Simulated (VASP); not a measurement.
# GaAs in VASP: settings compared, part 2 of 2

VASP 6.6.1. The steps go on from the part before.

## Step 3: Single point, PBEsol

Contents of INCAR:

```
PREC = Accurate ; ENCUT = 500
EDIFF = 1E-6 ; ISMEAR = -4
SIGMA = 0.03 ; LREAL = F
LASPH = T ; NELM = 120
ALGO = Normal ; ISIF = 2
LWAVE = F ; LCHARG = F
GGA = PS ; NBANDS = 16
GGA_COMPAT = F
```

Contents of KPOINTS:

```
regular mesh
0
Gamma
  10 10 10
```

Contents of POSCAR:

```
GaAs
1.0
    0.0000000000      3.0163268808      3.0163268808
    3.0163268808      0.0000000000      3.0163268808
    3.0163268808      3.0163268808      0.0000000000
Ga As
1 1
Direct
    0.0000000000      0.0000000000      0.0000000000
    0.7500000000      0.7500000000      0.7500000000
```

Potentials or basis: VASP PAW PBE potentials, release 64 (Ga_d, As).

On the command line:

```bash
$ cat potpaw_PBE.64/Ga_d/POTCAR potpaw_PBE.64/As/POTCAR > POTCAR
$ mpirun -np 1 vasp_std > vasp.out
```

OUTCAR:

```text
PREC = Accurate
   ENCUT = 500
   EDIFF = 1E-6
   ISMEAR = -4
   LREAL = F
   LASPH = T
   NELM = 120
   ISIF = 2
   GGA = PS

 ion  position               nearest neighbor table
   1  0.000  0.000  0.000-   2 2.61   2 2.61   2 2.61   2 2.61
   2  0.750  0.750  0.750-   1 2.61   1 2.61   1 2.61   1 2.61

  LATTYP: Found a face centered cubic cell.
 ALAT       =     6.0326537616

  Lattice vectors:

[... 191 lines left out ...]
      3     -12.3605      2.00000
      4     -12.3179      2.00000
      5     -12.3179      2.00000
      6      -9.3589      2.00000
[... 433 lines left out ...]
      3     -12.3417      2.00000
      4     -12.3256      2.00000
      5     -12.3128      2.00000
      6      -8.1006      2.00000
[... 8 lines left out ...]
     15      13.5062      0.00000
     16      13.6271      0.00000

 [... further k-points ...]
[... 5 lines left out ...]
  --------------------------------------------------------------------------------------
  -------------------------------------------------------------------------------------
  Total       -2.8680782     -2.8680782     -2.8680782      0.0000000      0.0000000      0.0000000
  in kB      -83.7213770    -83.7213770    -83.7213770      0.0000000      0.0000000      0.0000000
  external PRESSURE =     -83.7213770 kB  Pullay stress =       0.0000000 kB

 VOLUME and BASIS-vectors are now :
 -----------------------------------------------------------------------------
  energy-cutoff  :      500.00
  volume of cell :       54.89
      direct lattice vectors                 reciprocal lattice vectors
     0.000000000  3.016326881  3.016326881    -0.165764527  0.165764527  0.165764527
     3.016326881  0.000000000  3.016326881     0.165764527 -0.165764527  0.165764527
     3.016326881  3.016326881  0.000000000     0.165764527  0.165764527 -0.165764527

 POSITION                                       TOTAL-FORCE (eV/Angst)
 -----------------------------------------------------------------------------------
      0.00000      0.00000      0.00000         0.000000      0.000000     -0.000000
      4.52449      4.52449      4.52449        -0.000000     -0.000000      0.000000
 -----------------------------------------------------------------------------------
    total drift:                               -0.000000     -0.000000     -0.000001

  FREE ENERGIE OF THE ION-ELECTRON SYSTEM (eV)
  ---------------------------------------------------
  free  energy   TOTEN  =        -8.7961153996 eV

  energy  without entropy=       -8.7961153996  energy(sigma->0) =       -8.79611540
```

OSZICAR:

```text
N       E                     dE             d eps       ncg     rms          rms(c)
DAV:   1     0.812598331046E+02    0.81260E+02   -0.86222E+03  1520   0.140E+03
DAV:   2    -0.214814562217E+01   -0.83408E+02   -0.80006E+02  1696   0.297E+02
DAV:   3    -0.883971036237E+01   -0.66916E+01   -0.66671E+01  1896   0.665E+01
DAV:   4    -0.894661705873E+01   -0.10691E+00   -0.10689E+00  1760   0.934E+00
DAV:   5    -0.894830930894E+01   -0.16923E-02   -0.16922E-02  1960   0.105E+00    0.239E+00
DAV:   6    -0.881523242355E+01    0.13308E+00   -0.21834E-01  2240   0.734E+00    0.137E+00
DAV:   7    -0.879736889397E+01    0.17864E-01   -0.39044E-02  2008   0.141E+00    0.505E-01
DAV:   8    -0.879583336744E+01    0.15355E-02   -0.71338E-03  1784   0.905E-01    0.657E-02
DAV:   9    -0.879605443906E+01   -0.22107E-03   -0.66697E-04  1992   0.352E-01    0.473E-02
DAV:  10    -0.879608720870E+01   -0.32770E-04   -0.38662E-05  1904   0.466E-02    0.255E-02
DAV:  11    -0.879611530547E+01   -0.28097E-04   -0.39832E-05  1712   0.556E-02    0.395E-03
DAV:  12    -0.879611539964E+01   -0.94175E-07   -0.10043E-06  1464   0.106E-02
   1 F= -.87961154E+01 E0= -.87961154E+01  d E =0.000000E+00
```

Run time: 26 s. Hardware: 1 thread of Intel Xeon 6975P-C, shared host; peak memory 0.2 GiB.

Results:

```yaml
Free_energy: -8.7961 eV
Pressure: -8.4 GPa
Band_gap_on_the_k_mesh: zero (filled and empty bands touch)
```

Caveat: the PAW data sets were made with another functional, which shifts forces and pressure a little.

## Step 4: Single point, PBE (strain -0.050 along x and y, -0.025 along z)

Contents of INCAR:

```
PREC = Accurate
ENCUT = 500
EDIFF = 1E-6
ISMEAR = 0
SIGMA = 0.03
LREAL = False
LASPH = True
NELM = 120
ALGO = Normal
ISIF = 2
LWAVE = False
LCHARG = True
GGA = PE
LELF = True
LVHAR = True
NBANDS = 16
GGA_COMPAT = False
```

Contents of KPOINTS:

```
Automatic mesh
0
Gamma
  10 10 10
```

Contents of POSCAR:

```
GaAs
1.0
    0.0000000000      2.7290576540      2.8008749607
    2.7290576540      0.0000000000      2.8008749607
    2.7290576540      2.7290576540      0.0000000000
Ga As
1 1
Direct
    0.0000000000      0.0000000000      0.0000000000
    0.7500000000      0.7500000000      0.7500000000
```

Potentials or basis: VASP PAW PBE potentials, release 64 (Ga_d, As).

On the command line:

```bash
$ cat potpaw_PBE.64/Ga_d/POTCAR potpaw_PBE.64/As/POTCAR > POTCAR
$ mpirun -np 1 vasp_std > vasp.out
```

OUTCAR:

```text
PREC = Accurate
   ENCUT = 500
   EDIFF = 1E-6
   ISMEAR = 0
   LREAL = False
   LASPH = True
   NELM = 120
   ISIF = 2
   GGA = PE

 ion  position               nearest neighbor table
   1  0.000  0.000  0.000-   2 2.38   2 2.38   2 2.38   2 2.38
   2  0.750  0.750  0.750-   1 2.38   1 2.38   1 2.38   1 2.38

  LATTYP: Found a body centered tetragonal cell.
 ALAT       =     3.8594703468
 C/A-ratio  =     1.4514297088

  Lattice vectors:

 A1 = (  -2.7290576540,   0.0000000000,   2.8008749607)
 A2 = (   2.7290576540,   0.0000000000,   2.8008749607)
[... 626 lines left out ...]
      4     -10.1792      2.00000
      5     -10.1490      2.00000
      6      -6.7053      2.00000
[... 8 lines left out ...]
     15      17.3974      0.00000
     16      18.0173      0.00000

 [... further k-points ...]
[... 5 lines left out ...]
  --------------------------------------------------------------------------------------
  -------------------------------------------------------------------------------------
  Total        2.9301046      2.9301046      2.5104167      0.0000000     -0.0000000      0.0000000
  in kB      112.5238460    112.5238460     96.4067085      0.0000000     -0.0000000      0.0000000
  external PRESSURE =     107.1514668 kB  Pullay stress =       0.0000000 kB

 VOLUME and BASIS-vectors are now :
 -----------------------------------------------------------------------------
  energy-cutoff  :      500.00
  volume of cell :       41.72
      direct lattice vectors                 reciprocal lattice vectors
     0.000000000  2.729057654  2.800874961    -0.183213425  0.183213425  0.178515645
     2.729057654  0.000000000  2.800874961     0.183213425 -0.183213425  0.178515645
     2.729057654  2.729057654  0.000000000     0.183213425  0.183213425 -0.178515645

 POSITION                                       TOTAL-FORCE (eV/Angst)
 -----------------------------------------------------------------------------------
      0.00000      0.00000      0.00000         0.000000      0.000000      0.000000
      4.09359      4.09359      4.20131        -0.000000     -0.000000     -0.000000
 -----------------------------------------------------------------------------------
    total drift:                               -0.000003     -0.000003     -0.000002

  FREE ENERGIE OF THE ION-ELECTRON SYSTEM (eV)
  ---------------------------------------------------
  free  energy   TOTEN  =        -8.0990122060 eV

  energy  without entropy=       -8.0990122060  energy(sigma->0) =       -8.09901221
```

stdout:

```text
POSCAR found type information on POSCAR GaAs
 POSCAR found :  2 types and       2 ions
 scaLAPACK will be used
 LDA part: xc-table for (Slater+PW92), standard interpolation
 POSCAR, INCAR and KPOINTS ok, starting setup
 FFT: planning ... GRIDC
 FFT: planning ... GRID_SOFT
 FFT: planning ... GRID
 WAVECAR not read
 entering main loop
```

Run time: 58 s. Hardware: 1 thread of Intel Xeon 6975P-C, shared host; peak memory 0.21 GiB.

What came out:

```yaml
Free_energy: -8.0990 eV
Pressure: 10.7 GPa
Band_gap_on_the_k_mesh: 1.08 eV, direct
```

Stress tensor (GPa, compression positive):
```
11.25  0.00  0.00
 0.00 11.25  0.00
 0.00  0.00  9.64
```

Caveat: the cell differs from its parent crystal (strain -0.050 along x and y, -0.025 along z).

## Step 5: Summary

```tsv
level	cell	smearing	gap on the mesh (eV)	pressure (GPa)
PBE	a = 4.266 Å, angles 60.0°, 2 atoms	gaussian 0.03 eV	none	-6.2
PBEsol	a = 4.266 Å, angles 60.0°, 2 atoms	tetrahedron	none	-8.4
PBE	a = 3.911, b = 3.911, c = 3.859 Å, angles 60.4, 60.4, 59.1°, 2 atoms	gaussian 0.03 eV	1.08	10.7
```

Alike in all rows: task single point; potentials or basis VASP PAW PBE potentials, release 64 (Ga_d, As); no spin polarisation; k mesh 10 × 10 × 10; cutoff (eV) 500.

Caveats: the PAW data sets were made with another functional, which shifts forces and pressure a little (some runs).

Absolute energies hang on the potentials; compare differences alone.
